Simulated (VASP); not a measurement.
Zr, 2 atoms in the cell. It takes space group P6_3/mmc (No. 194, hexagonal). The conventional cell has a = 3.239 Å, b = 3.239 Å, c = 5.172 Å, α = 90.00°, β = 90.00°, γ = 120.00°. Within 4.2 Å of Zr (site symmetry -6m2) lie 12 Zr at 3.19 to 3.24 Å. 

```yaml
Program: VASP 6.6.1
Task: single point
Functional: PBEsol
Potentials_or_basis: VASP PAW PBE potentials, release 64 (Zr_sv)
Cutoff: 500 eV
k_mesh: 6 × 6 × 4
Occupations: gaussian, width 0.1 eV
Spin: no spin polarisation
Dipole_correction: no
Further_INCAR_settings: ALGO = Normal; EDIFF = 1e-06; NBANDS = 19
```

Potentials or basis: VASP PAW PBE potentials, release 64 (Zr_sv).

Run with:

```sh
$ cat potpaw_PBE.64/Zr_sv/POTCAR > POTCAR
$ mpirun -np 1 vasp_std > vasp.out
```

Hardware: 1 thread of AMD EPYC 9R14 (shared host).

Task: How long does it take, and how much memory?

Result: It took 14 s on 1 thread of AMD EPYC 9R14, on a shared host, peak memory 0.13 GiB. Counts: scf iterations 12, k points 21.
